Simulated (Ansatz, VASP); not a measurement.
# One calculation of Si3Br, two programs

```
CELL_PARAMETERS angstrom
4.23581 0.00000 0.00000
0.00000 4.23581 0.00000
0.00000 0.00000 4.23581
ATOMIC_POSITIONS crystal
Si 0.50000 0.00000 0.00000
Si 0.00000 0.50000 0.00000
Si 0.00000 0.00000 0.50000
Br 0.50000 0.50000 0.50000
```

Alike in both runs: functional PBE; k mesh 4 × 4 × 4; occupations gaussian, width 0.1 eV; no spin polarisation.

Ansatz relaxed the structure, and its values are those at the end. VASP's run is a single point on that final structure, the one shown.

|  | VASP | Ansatz |
| --- | --- | --- |
| version | VASP 6.6.1 | Ansatz 0.2.0 |
| potentials or method | VASP PAW PBE potentials, release 64 (Si, Br), cutoff 520 eV | scalar-relativistic, plane waves, PAW |
| valence electrons in the cell | 19 | 19 |

|  | VASP | Ansatz | Ansatz less VASP |
| --- | --- | --- | --- |
| gap on the k mesh at the Fermi level (eV) | none | none | - |
| pressure (GPa) | 0.4 | 0.3 | -0.01 |

A gap of «none» marks a metal or a gap that the smearing closes.

The k mesh is coarse, so the values compare programs but aren't converged.
